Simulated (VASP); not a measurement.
Ag: single point with LDA

Crystal: Ag.

```
CELL_PARAMETERS angstrom
0.00000 2.00096 2.00096
2.00096 0.00000 2.00096
2.00096 2.00096 0.00000
ATOMIC_POSITIONS crystal
Ag 0.00000 0.00000 0.00000
```

```json
{"Program": "VASP 6.6.1", "Task": "single point", "Functional": "LDA", "Potentials or basis": "VASP PAW LDA potentials, release 64 (Ag)", "Cutoff": "520 eV", "k mesh": "18 × 18 × 18", "Occupations": "fermi-dirac, width 0.08 eV", "Spin": "no spin polarisation", "Dipole correction": "no", "Further INCAR settings": "ALGO = Normal; EDIFF = 1e-07; NBANDS = 12"}
```

The pressure is 0.1 GPa.

Levels at points of the mesh, in eV from the Fermi level:
| k point | band 4 | band 5 | band 6 | band 7 | band 8 | band 9 |
| --- | --- | --- | --- | --- | --- | --- |
| (0.00, 0.00, 0.00) | -5.00 | -3.82 | -3.82 | 16.14 | 20.02 | 20.02 |
| (0.50, 0.00, 0.00) | -2.93 | -2.93 | -0.60 | 3.94 | 15.41 | 18.37 |
| (0.50, 0.50, 0.00) | -2.69 | -2.69 | 1.49 | 7.23 | 10.88 | 10.88 |

Run time: 50 s on 1 thread of AMD EPYC 7R13, on a shared host, peak memory 0.13 GiB.
